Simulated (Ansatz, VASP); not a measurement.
Sb: VASP beside Ansatz

INCAR

```
  PREC = Accurate
  ENCUT = 520
  EDIFF = 1E-6
  ISMEAR = -1
  SIGMA = 0.05
  LREAL = F
  LASPH = T
  NELM = 150
  ALGO = Normal
  ISIF = 2
  LWAVE = F
  LCHARG = F
  MAGMOM = 0 0 0
  LORBIT = 11
  LSORBIT = T
  GGA_COMPAT = F
  LORBMOM = T
  GGA = PS
  NBANDS = 16
```

Contents of KPOINTS:

```
regular mesh
0
Gamma
  10 10 10
```

File POSCAR:

```
Sb
1.0
   -1.8713408863      1.8713408863      1.8713408863
    1.8713408863     -1.8713408863      1.8713408863
    1.8713408863      1.8713408863     -1.8713408863
Sb
1
Direct
    0.0000000000      0.0000000000      0.0000000000
```

input.yaml

```yaml
crystal:
  lattice:
    - [-1.8713408863, 1.8713408863, 1.8713408863]
    - [1.8713408863, -1.8713408863, 1.8713408863]
    - [1.8713408863, 1.8713408863, -1.8713408863]
  atoms:
    - { symbol: Sb, position: [0.0, 0.0, 0.0] }
hamiltonian:
  xc: pbesol
  pseudopotentials: { kind: paw_fr }
magnetization:
  noncollinear: true
  spin_orbit: true
kpoints:
  mp_grid: { grid: [10, 10, 10] }
  band_path:
    path:
      - [[0.0, 0.0, 0.0], [0.5, -0.5, 0.5], [0.0, 0.0, 0.5], [0.0, 0.0, 0.0], [0.25, 0.25, 0.25], [0.5, -0.5, 0.5]]
      - [[0.25, 0.25, 0.25], [0.0, 0.0, 0.5]]
    npoints: 14
scf:
  occupations: { method: fermi_dirac, width: 0.05 }
  n_extra_bands: 6
output:
  forces: true
  stress: true
  eigenvalues: true
  fatbands: true
```

Alike in both runs: functional PBEsol; k mesh 10 × 10 × 10; occupations fermi-dirac, width 0.05 eV; non-collinear spin, spin-orbit coupling.

|  | VASP | Ansatz |
| --- | --- | --- |
| version | VASP 6.6.1 | Ansatz 0.2.0 |
| potentials or method | VASP PAW PBE potentials, release 64 (Sb) | Ansatz PAW |
| plane-wave cutoff (eV) | 520 | 420 |
| valence electrons in the cell | 5 | 15 |
| task | single point | band structure |

```tsv
	VASP	Ansatz	Ansatz less VASP
pressure (GPa)	0.0	0.0	-0.03
net moment per atom (μB)	0.00	0.00	0.000
```

VASP's potentials were made for PBE, not for PBEsol. VASP's potentials hold 5 valence electrons a cell and Ansatz's 15, so a difference there can come from the potentials and not from the codes.
